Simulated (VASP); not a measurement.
Runs of VASP 6.6.1 on PbO. The structure is that of space group P6_3/mmc (No. 194), or close to it. The cells are those of the table. 

```tsv
task	level	cell	cutoff (eV)	gap on the mesh (eV)	pressure (GPa)
relaxation of shape and atoms at fixed volume	PBE	relaxed from a = 3.542, b = 3.542, c = 6.263 Å, angles 90.0, 90.0, 120.0°, 4 atoms	600	0.01	5.2
single point	r2SCAN	a = 3.618, b = 3.618, c = 6.352 Å, angles 90.0, 90.0, 120.0°, 4 atoms	520	(a)	-2.7
single point	PBE	a = 3.582, b = 3.609, c = 6.352 Å, angles 90.0, 90.0, 119.8°, 4 atoms	520	0.13	0.8
single point	PBE	a = 3.750, b = 3.750, c = 6.505 Å, angles 90.0, 90.0, 120.0°, 4 atoms	520	(b)	-6.5
```

Alike in all rows: potentials or basis VASP PAW PBE potentials, release 64 (Pb_d, O); no spin polarisation; k mesh 10 × 10 × 6; smearing gaussian 0.05 eV.

Fill in the values left out.

(a) 0.31; (b) 0.20.

Caveats: spin-orbit coupling is left out, which moves the levels of the heavy elements; the PAW data sets were made with another functional, which shifts forces and pressure a little (at least some runs); the cell stands under tension (at least some runs).

A k mesh can miss the band edges, and the runs leave out spin-orbit coupling on Pb.
